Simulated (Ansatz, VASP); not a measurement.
## Two plane-wave programs on Ga2SeS3

```
Ga Se S
1.0
     2.94740   -3.74958    0.00000
     2.94740    3.74958    0.00000
     0.00000    0.00000    8.49632
Ga Se S
2 1 3
Direct
  0.80677 0.19323 0.00000
  0.19323 0.80677 0.00000
  0.00000 0.00000 0.50000
  0.00000 0.00000 0.77617
  0.00000 0.00000 0.22383
  0.50000 0.50000 0.00000
```

Alike in both runs: functional PBE; k mesh 3 × 3 × 2; occupations gaussian, width 0.15 eV; no spin polarisation.

Ansatz relaxed the structure, and its values are those at the end. VASP's run is a single point on that final structure, the one shown.

|  | VASP | Ansatz |
| --- | --- | --- |
| version | VASP 6.6.1 | Ansatz 0.2.0 |
| potentials or method | VASP PAW PBE potentials, release 64 (Ga_d, Se, S), cutoff 500 eV | scalar-relativistic, plane waves, PAW |
| valence electrons in the cell | 50 | 60 |

Ansatz gave:

| Property | Result |
| --- | --- |
| gap on the k mesh at the Fermi level (eV) | none |
| pressure (GPa) | 0.4 |
| rms of the force components (eV/Å) | 0.006 |

Which values does VASP return?

gap on the k mesh at the Fermi level (eV): none; pressure (GPa): 0.3; rms of the force components (eV/Å): 0.007.

A gap of «none» marks a metal or a gap that the smearing closes. VASP's potentials hold 50 valence electrons a cell and Ansatz's 60, so a difference there can come from the potentials and not from the codes.

The k mesh is coarse, so the values compare programs but aren't converged.
